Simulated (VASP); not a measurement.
Here is a VASP 6.6.1 calculation.

File INCAR:

```
SYSTEM = Fe7Co
  PREC = Accurate
  ENCUT = 400
  EDIFF = 1E-6
  ISMEAR = -1
  SIGMA = 0.05
  LREAL = Auto
  LASPH = .True.
  NELM = 120
  ALGO = Normal
  ISIF = 2
  LWAVE = .False.
  LCHARG = .True.
  GGA = PS
  LELF = .True.
  LVHAR = .True.
  ISYM = -1
  NBANDS = 116
  GGA_COMPAT = .False.
```

File KPOINTS:

```
explicit points
1
Reciprocal
  0.25000000   0.25000000   0.25000000 1
```

The input POSCAR:

```
Fe7Co
1.0
    6.5711100000     -0.2250530000      0.0875820000
   -0.2250530000      6.2965610000     -0.2020190000
    0.0875820000     -0.2020190000      6.5998730000
Fe Co
21 3
Direct
    0.9278248537      0.2935003006      0.8914497114
    0.7059905068      0.2080614657      0.6123356175
    0.7860254554      0.5703984076      0.4563282709
    0.3496532822      0.4704101157      0.9074813178
    0.4063054858      0.8546309455      0.0870294992
    0.4016763511      0.3625241291      0.5729105914
    0.0672468785      0.0462697081      0.1458918594
    0.3923673525      0.0124260902      0.4859502583
    0.8971330357      0.9061684848      0.6715886117
    0.2291823487      0.0798825406      0.8334518774
    0.0477932857      0.8082924683      0.3855667533
    0.7172563162      0.5274944156      0.7835405547
    0.5620246435      0.1814774093      0.9276367352
    0.0324332113      0.4216148103      0.2118869010
    0.6720128839      0.8696463907      0.3849985995
    0.0782981601      0.1824665047      0.5104680335
    0.3462143790      0.2734753485      0.2046274328
    0.5061146912      0.8027927260      0.7307963118
    0.6343094131      0.5180049799      0.1228979347
    0.7609574503      0.9150290231      0.0292858776
    0.7325505416      0.2192838772      0.2713834445
    0.0182021092      0.6867497113      0.9880457265
    0.1157454074      0.5647521198      0.6294027846
    0.3601358761      0.6256411585      0.3529373945
```

Potentials or basis: VASP PAW PBE potentials, release 64 (Fe, Co).

Command:

```sh
$ cat potpaw_PBE.64/Fe/POTCAR potpaw_PBE.64/Co/POTCAR > POTCAR
$ mpirun -np 1 vasp_std > vasp.out
```

Question: What does it give for the band gap on the k mesh?

Answer: Zero (an odd number of electrons rules out a gap without spin polarisation).

Question: What does it give for the pressure?

Answer: -20.8 GPa.

Question: Predict the largest force.

Answer: 1.681 eV/Å.

Forces on the atoms (eV/Å):
```
Fe   1.175 -0.991 -0.110
Fe   0.541 -1.251 -0.985
Fe   0.060 -1.094  0.055
Fe  -0.671  0.446  0.044
Fe  -0.544  0.543  0.183
Fe   0.634  0.331  0.193
Fe  -0.186  0.076  0.479
Fe  -0.720 -0.179  0.154
Fe  -0.975 -0.281  0.859
Fe   0.023  0.013 -0.202
Fe   1.271  0.086 -0.973
Fe  -0.376  0.870  0.749
Fe   0.238 -0.160  0.556
Fe   0.344  0.707  0.607
Fe  -0.019  0.043 -1.434
Fe  -0.471  0.526 -0.406
Fe   0.127 -0.606  0.278
Fe  -0.247  0.576  0.010
Fe   0.888  1.070  0.138
Fe  -0.829 -0.598 -0.549
Fe  -0.111 -0.294 -0.399
Co   0.104  0.122 -0.188
Co  -0.277  0.141  0.558
Co   0.021 -0.096  0.384
```

Caveat: the atoms stand as in a frame of molecular dynamics; the PAW data sets were made with another functional, which shifts forces and pressure a little; the run has no spin polarisation, though such a crystal can be magnetic. Spin polarisation is off, so any magnetic state and its effect on volume and gap are missing.
